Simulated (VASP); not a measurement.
A run of VASP 6.6.1 is set up as follows.

File INCAR:

```
  ALGO = Normal
  EDIFF = 1E-6
  EDIFFG = -0.01
  ENCUT = 600
  GGA = PE
  IBRION = 2
  ISIF = 4
  ISMEAR = 0
  LASPH = T
  LCHARG = F
  LREAL = F
  LWAVE = F
  NELM = 60
  NSW = 50
  PREC = Accurate
  SIGMA = 0.02
```

File KPOINTS:

```
k-points
0
Gamma
  9 9 6
```

The input POSCAR:

```
MgO
1.0
    3.3703491750      0.0000000000      0.0000000000
   -1.6851745875      2.9188080052      0.0000000000
    0.0000000000      0.0000000000      4.0694723052
Mg O
2 2
Direct
    0.6666666667      0.3333333333      0.7500000000
    0.3333333333      0.6666666667      0.2500000000
    0.6666666667      0.3333333333      0.2500000000
    0.3333333333      0.6666666667      0.7500000000
```

Potentials or basis: VASP PAW PBE potentials, release 64 (Mg, O).

The run is started by

```bash
$ cat potpaw_PBE.64/Mg/POTCAR potpaw_PBE.64/O/POTCAR > POTCAR
$ mpirun -np 1 vasp_std > vasp.out
```

Question: What does it give for the band gap on the k mesh?

Answer: 3.93 eV, direct.

Final structure:
```
Mg O
1.0
     3.37035    0.00000    0.00000
    -1.68517    2.91881    0.00000
     0.00000    0.00000    4.06947
Mg O
2 2
Direct
  0.66667 0.33333 0.75000
  0.33333 0.66667 0.25000
  0.66667 0.33333 0.25000
  0.33333 0.66667 0.75000
```

Caveat: the relaxation stopped at its first step, so nothing moved.
